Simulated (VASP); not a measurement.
Input of a VASP 6.6.1 run:

The input INCAR:

```
SYSTEM = MgO
PREC     = Accurate       ! precision mode
ENCUT    = 520            ! plane-wave cutoff, eV
EDIFF    = 1E-7           ! SCF threshold, eV
ISMEAR   = 0              ! smearing method
SIGMA    = 0.02           ! smearing width, eV
LREAL    = .FALSE.        ! projectors in reciprocal space
LASPH    = .TRUE.         ! aspherical terms in the spheres
NELM     = 60             ! most SCF steps
ALGO     = Normal         ! electronic algorithm
ISIF     = 2              ! what is computed and relaxed
LWAVE    = .FALSE.        ! write WAVECAR
LCHARG   = .FALSE.        ! write CHGCAR
GGA      = PE             ! functional
NBANDS   = 11             ! bands
```

KPOINTS

```
Automatic mesh
0
G
  10 10 10
  0 0 0
```

File POSCAR:

```
MgO
1.0
    0.0000000000      2.1275047374      2.1275047374
    2.1275047374      0.0000000000      2.1275047374
    2.1275047374      2.1275047374      0.0000000000
Mg O
1 1
Direct
    0.0000000000      0.0000000000      0.0000000000
    0.5000000000      0.5000000000      0.5000000000
```

Potentials or basis: VASP PAW PBE potentials, release 64 (Mg, O).

Run with:

```sh
$ cat potpaw_PBE.64/Mg/POTCAR potpaw_PBE.64/O/POTCAR > POTCAR
$ mpirun -np 1 vasp_std > vasp.out
```

Q: Estimate the pressure.

A: -0.9 GPa.

Q: What does it give for the band gap on the k mesh?

A: 4.44 eV, direct.

**Measured values to compare with.**

From “Electronic structure of alkaline earth and post-transition metal oxides”, 2009, arxiv:0908.1581, for a bulk crystal of MgO: band gap 7.83 eV.

Against the measured gap of MgO, 7.83 eV (quoted in “Electronic structure of alkaline earth and post-transition metal oxides”, 2009, arxiv:0908.1581), the calculated 4.44 eV is off by -3.39 eV. The value is that of PBE, without temperature or zero-point motion. Semilocal functionals fall short of measured gaps as a rule.
